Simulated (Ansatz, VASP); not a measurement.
Zr: VASP beside Ansatz

```
CELL_PARAMETERS angstrom
3.23363 0.00000 0.00000
-1.61681 2.80040 0.00000
0.00000 0.00000 5.16749
ATOMIC_POSITIONS crystal
Zr 0.33333 0.66667 0.25000
Zr 0.66667 0.33333 0.75000
```

Alike in both runs: task relaxation of cell and atoms; functional PBE; dispersion D3(BJ); k mesh 18 × 18 × 8; occupations gaussian, width 0.1 eV; no spin polarisation.

|  | VASP | Ansatz |
| --- | --- | --- |
| version | VASP 6.6.1 | Ansatz 0.2.0 |
| potentials or method | VASP PAW PBE potentials, release 64 (Zr_sv), cutoff 600 eV | scalar-relativistic, plane waves, PAW |
| valence electrons in the cell | 24 | 24 |

```csv
,VASP,Ansatz,Ansatz less VASP
"gap on the k mesh at the Fermi level, each at its own relaxed structure (eV)",none,none,-
relaxed volume (Å³/atom),22.46,22.45,-0.010
relaxed length of the cell vector where the two differ most in proportion (Å),5.110,5.108,-0.0019
```

A gap of «none» marks a metal or a gap that the smearing closes.
